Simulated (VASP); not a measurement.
# AlN in VASP: notebook, part 2 of 2

VASP 6.6.1. The steps go on from the part before.

### 3 Single point, PBE (mode 4 frozen in at +0.000 Å and mode 10 at -0.040 Å (largest displacements))

Contents of INCAR:

```
SYSTEM = AlN
PREC     = Accurate       ! precision mode
ENCUT    = 520            ! plane-wave cutoff, eV
EDIFF    = 1E-7           ! SCF threshold, eV
ISMEAR   = 0              ! smearing method
SIGMA    = 0.05           ! smearing width, eV
LREAL    = .FALSE.        ! projectors in reciprocal space
LASPH    = .TRUE.         ! aspherical terms in the spheres
NELM     = 60             ! most SCF steps
ALGO     = Normal         ! electronic algorithm
ISIF     = 2              ! what is computed and relaxed
LWAVE    = .FALSE.        ! write WAVECAR
LCHARG   = .FALSE.        ! write CHGCAR
GGA      = PE             ! functional
NBANDS   = 16             ! bands
```

Contents of KPOINTS:

```
regular mesh
0
G
  9 9 6
  0 0 0
```

Contents of POSCAR:

```
AlN
1.0
    3.3134793407      0.0000000000      0.0000000000
   -1.6567396703      2.8695572839      0.0000000000
    0.0000000000      0.0000000000      4.1875902417
Al N
2 2
Direct
    0.3369153591      0.6738307183      0.7500000000
    0.6702486925      0.3404973850      0.2500000000
    0.3264333143      0.6528666285      0.2500000000
    0.6597666476      0.3195332952      0.7500000000
```

Potentials or basis: VASP PAW PBE potentials, release 64 (Al, N).

Run with:

```console
$ cat potpaw_PBE.64/Al/POTCAR potpaw_PBE.64/N/POTCAR > POTCAR
$ mpirun -np 1 vasp_std > vasp.out
```

It took 29 s on 1 thread of Intel Xeon 6975P-C (Granite Rapids), shared host; peak memory 0.19 GiB.

The run converged. Its results:

| Item | Value |
| --- | --- |
| Free energy | -29.2647 eV |
| Pressure | 0.3 GPa |
| Largest force | 1.001 eV/Å |
| Band gap on the k mesh | 3.26 eV, direct |

Forces on the atoms (eV/Å):
```
Al   0.000 -0.995  0.000
Al   0.000 -0.817  0.000
N    0.000  0.811  0.000
N    0.000  1.001  0.000
```

Stress tensor (GPa, compression positive):
```
 0.25  0.00  0.00
 0.00  0.99  0.00
 0.00  0.00 -0.21
```

Levels at points of the mesh, in eV from the valence-band top:
| k point | band 4 | band 5 | band 6 | band 7 | band 8 | band 9 | band 10 | band 11 | band 12 | band 13 |
| --- | --- | --- | --- | --- | --- | --- | --- | --- | --- | --- |
| (0.00, 0.00, 0.00) | -3.27 | -3.27 | -1.60 | -1.60 | 0.00 | 3.26 | 4.39 | 8.23 | 8.24 | 11.24 |
| (0.00, 0.00, 0.50) | -3.73 | -2.61 | -2.59 | -2.34 | -2.32 | 5.65 | 5.65 | 8.28 | 8.28 | 8.56 |

Caveat: the cell differs from its parent crystal (mode 4 frozen in at +0.000 Å and mode 10 at -0.040 Å (largest displacements)); forces of over 1 eV/Å act on the atoms, so gaps and moduli don't describe the material at rest.

### 4 Single point, PBE (mode 4 frozen in at +0.000 Å and mode 10 at -0.013 Å (largest displacements))

Contents of INCAR:

```
SYSTEM = AlN
PREC = Accurate
ENCUT = 520
EDIFF = 1E-6
ISMEAR = 0
SIGMA = 0.05
LREAL = .FALSE.
LASPH = .TRUE.
NELM = 100
ALGO = Normal
ISIF = 2
LWAVE = .FALSE.
LCHARG = .FALSE.
GGA = PE
NBANDS = 16
```

KPOINTS is that of step 3.

Contents of POSCAR:

```
AlN
1.0
    3.3134793407      0.0000000000      0.0000000000
   -1.6567396703      2.8695572839      0.0000000000
    0.0000000000      0.0000000000      4.1875902417
Al N
2 2
Direct
    0.3345273419      0.6690546839      0.7500000000
    0.6678606753      0.3357213505      0.2500000000
    0.3310333270      0.6620666539      0.2500000000
    0.6643666603      0.3287333206      0.7500000000
```

Potentials or basis: VASP PAW PBE potentials, release 64 (Al, N).

Run with:

```console
$ cat potpaw_PBE.64/Al/POTCAR potpaw_PBE.64/N/POTCAR > POTCAR
$ mpirun -np 1 vasp_std > vasp.out
```

OUTCAR:

```text
SYSTEM = AlN
   PREC = Accurate
   ENCUT = 520
   EDIFF = 1E-6
   ISMEAR = 0
   LREAL = .FALSE.
   LASPH = .TRUE.
   NELM = 100
   ISIF = 2
   GGA = PE

 ion  position               nearest neighbor table
   1  0.335  0.669  0.750-   4 1.89   4 1.92   4 1.92   3 2.09   3 2.09   2 2.84   2 2.84   2 2.84
                             2 2.84   2 2.84   2 2.84
   2  0.668  0.336  0.250-   3 1.90   3 1.90   3 1.93   4 2.09   4 2.09   1 2.84   1 2.84   1 2.84
                             1 2.84   1 2.84   1 2.84
   3  0.331  0.662  0.250-   2 1.90   2 1.90   2 1.93   1 2.09   1 2.09
   4  0.664  0.329  0.750-   1 1.89   1 1.92   1 1.92   2 2.09   2 2.09

  LATTYP: Found a hexagonal cell.
 ALAT       =     3.3134793407
 C/A-ratio  =     1.2638045423

  Lattice vectors:

 A1 = (   3.3134793407,   0.0000000000,   0.0000000000)
 A2 = (  -1.6567396703,   2.8695572839,   0.0000000000)
 A3 = (   0.0000000000,   0.0000000000,   4.1875902417)

Analysis of symmetry for initial positions (statically):
=====================================================================
 Subroutine PRICEL returns:
 Original cell was already a primitive cell.

 Routine SETGRP: Setting up the symmetry group for a
 hexagonal supercell.

[... 171 lines left out ...]
  energy without entropy =      -29.31293708  energy(sigma->0) =      -29.31293708

 E-fermi :   8.2173     XC(G=0): -11.1571

 val. band max:        7.9379994302   @ k =   0.0000   0.0000   0.0000
 cond. band min:      11.2011084249   @ k =   0.0000   0.0000   0.0000
 fundamental gap:      3.2631089947
 Fermi energy:         8.2172669786

 k-point     1 :       0.0000    0.0000    0.0000
  band No.  band energies     occupation
      1      -8.8370      2.00000
      2      -5.2192      2.00000
      3       1.0839      2.00000
      4       4.6714      2.00000
      5       4.6722      2.00000
      6       6.3346      2.00000
[... 433 lines left out ...]
      3       1.4390      2.00000
      4       3.0653      2.00000
      5       3.4806      2.00000
      6       3.8281      2.00000
[... 8 lines left out ...]
     15      20.3740      0.00000
     16      20.5820      0.00000

 [... further k-points ...]
[... 5 lines left out ...]
  --------------------------------------------------------------------------------------
  -------------------------------------------------------------------------------------
  Total       -0.0392314     -0.0189008     -0.0252825     -0.0000000      0.0000000      0.0000000
  in kB       -1.5786336     -0.7605491     -1.0173413     -0.0000000      0.0000000      0.0000000
  external PRESSURE =      -1.1188413 kB  Pullay stress =       0.0000000 kB

 VOLUME and BASIS-vectors are now :
 -----------------------------------------------------------------------------
  energy-cutoff  :      520.00
  volume of cell :       39.82
      direct lattice vectors                 reciprocal lattice vectors
     3.313479341  0.000000000  0.000000000     0.301797566  0.174242906  0.000000000
    -1.656739670  2.869557284  0.000000000     0.000000000  0.348485812  0.000000000
     0.000000000  0.000000000  4.187590242     0.000000000  0.000000000  0.238800824

 POSITION                                       TOTAL-FORCE (eV/Angst)
 -----------------------------------------------------------------------------------
     -0.00000      1.91989      3.14069        -0.000000     -0.309676      0.000000
      1.65674      0.96337      1.04690        -0.000000     -0.289974      0.000000
      0.00000      1.89984      1.04690         0.000000      0.289261      0.000000
      1.65674      0.94332      3.14069         0.000000      0.310389      0.000000
 -----------------------------------------------------------------------------------
    total drift:                                0.000000      0.000328      0.000000

  FREE ENERGIE OF THE ION-ELECTRON SYSTEM (eV)
  ---------------------------------------------------
  free  energy   TOTEN  =       -29.3129370808 eV

  energy  without entropy=      -29.3129370808  energy(sigma->0) =      -29.31293708
```

OSZICAR:

```text
N       E                     dE             d eps       ncg     rms          rms(c)
DAV:   1     0.419815913361E+02    0.41982E+02   -0.73606E+03  3208   0.905E+02
DAV:   2    -0.304691618744E+02   -0.72451E+02   -0.65961E+02  4680   0.187E+02
DAV:   3    -0.337807700886E+02   -0.33116E+01   -0.33007E+01  3888   0.414E+01
DAV:   4    -0.338009909097E+02   -0.20221E-01   -0.20219E-01  3928   0.364E+00
DAV:   5    -0.338012631931E+02   -0.27228E-03   -0.27228E-03  3808   0.427E-01    0.117E+01
DAV:   6    -0.293255777687E+02    0.44757E+01   -0.91079E+00  4120   0.226E+01    0.388E+00
DAV:   7    -0.293328325640E+02   -0.72548E-02   -0.74986E-01  3648   0.592E+00    0.285E+00
DAV:   8    -0.293216113159E+02    0.11221E-01   -0.89869E-02  3488   0.259E+00    0.895E-01
DAV:   9    -0.293124458529E+02    0.91655E-02   -0.18904E-02  4016   0.110E+00    0.284E-01
DAV:  10    -0.293130395496E+02   -0.59370E-03   -0.32470E-03  3688   0.376E-01    0.164E-01
DAV:  11    -0.293129356584E+02    0.10389E-03   -0.20906E-04  3800   0.117E-01    0.448E-02
DAV:  12    -0.293129376270E+02   -0.19685E-05   -0.15692E-05  3592   0.311E-02    0.855E-03
DAV:  13    -0.293129370808E+02    0.54613E-06   -0.58003E-06  3896   0.182E-02
   1 F= -.29312937E+02 E0= -.29312937E+02  d E =-.164227E-17
```

stdout:

```text
POSCAR found type information on POSCAR AlN
 POSCAR found :  2 types and       4 ions
 scaLAPACK will be used
 LDA part: xc-table for (Slater+PW92), standard interpolation
 POSCAR, INCAR and KPOINTS ok, starting setup
 FFT: planning ... GRIDC
 FFT: planning ... GRID_SOFT
 FFT: planning ... GRID
 WAVECAR not read
 entering main loop
```

It took 26 s on 1 thread of Intel Xeon 6975P-C (Granite Rapids), shared host; peak memory 0.19 GiB.

What came out:

```
Free energy            : -29.3129 eV
Pressure               : -0.1 GPa
Largest force          : 0.310 eV/Å
Band gap on the k mesh : 3.26 eV, direct
```

Forces on the atoms (eV/Å):
```
Al   0.000 -0.310  0.000
Al   0.000 -0.290  0.000
N    0.000  0.289  0.000
N    0.000  0.310  0.000
```

Caveat: the cell differs from its parent crystal (mode 4 frozen in at +0.000 Å and mode 10 at -0.013 Å (largest displacements)).

### 5 Single point, PBE (mode 4 frozen in at +0.000 Å and mode 10 at -0.066 Å (largest displacements))

Contents of INCAR:

```
SYSTEM = AlN
ALGO = Normal ; EDIFF = 1E-6
ENCUT = 520 ; GGA = PE
ISIF = 2 ; ISMEAR = 0
LASPH = .TRUE. ; LCHARG = .FALSE.
LREAL = .FALSE. ; LWAVE = .FALSE.
NBANDS = 16 ; NELM = 80
PREC = Accurate ; SIGMA = 0.05
```

Contents of KPOINTS:

```
k-points
0
G
  9 9 6
  0 0 0
```

Contents of POSCAR:

```
AlN
1.0
    3.3134793407      0.0000000000      0.0000000000
   -1.6567396703      2.8695572839      0.0000000000
    0.0000000000      0.0000000000      4.1875902417
Al N
2 2
Direct
    0.3393033764      0.6786067527      0.7500000000
    0.6726367097      0.3452734194      0.2500000000
    0.3218333015      0.6436666031      0.2500000000
    0.6551666349      0.3103332697      0.7500000000
```

Run with:

```console
$ cat potpaw_PBE.64/Al/POTCAR potpaw_PBE.64/N/POTCAR > POTCAR
$ mpirun -np 1 vasp_std > vasp.out
```

Run time: 27 s. Hardware: 1 thread of Intel Xeon 6975P-C (Granite Rapids), shared host; peak memory 0.19 GiB.

Results (log left out):

```
Free energy            : -29.1670 eV
Pressure               : 1.3 GPa
Largest force          : 1.802 eV/Å
Band gap on the k mesh : 3.24 eV, direct
```

Forces on the atoms (eV/Å):
```
Al   0.000 -1.785  0.000
Al   0.000 -1.282  0.000
N    0.000  1.265  0.000
N    0.000  1.802  0.000
```

Stress tensor (GPa, compression positive):
```
 1.09  0.00  0.00
 0.00  3.18  0.00
 0.00  0.00 -0.37
```

Levels at points of the mesh, in eV from the valence-band top:
```csv
k point,band 6,band 7,band 8,band 9,band 10,band 11
"(0.00, 0.00, 0.00)",-1.58,-1.58,0.00,3.24,4.37,8.23
"(0.00, 0.00, 0.50)",-2.65,-2.24,-2.21,5.63,5.64,8.19
```

Caveat: the cell differs from its parent crystal (mode 4 frozen in at +0.000 Å and mode 10 at -0.066 Å (largest displacements)); forces of over 1 eV/Å act on the atoms, so gaps and moduli don't describe the material at rest.
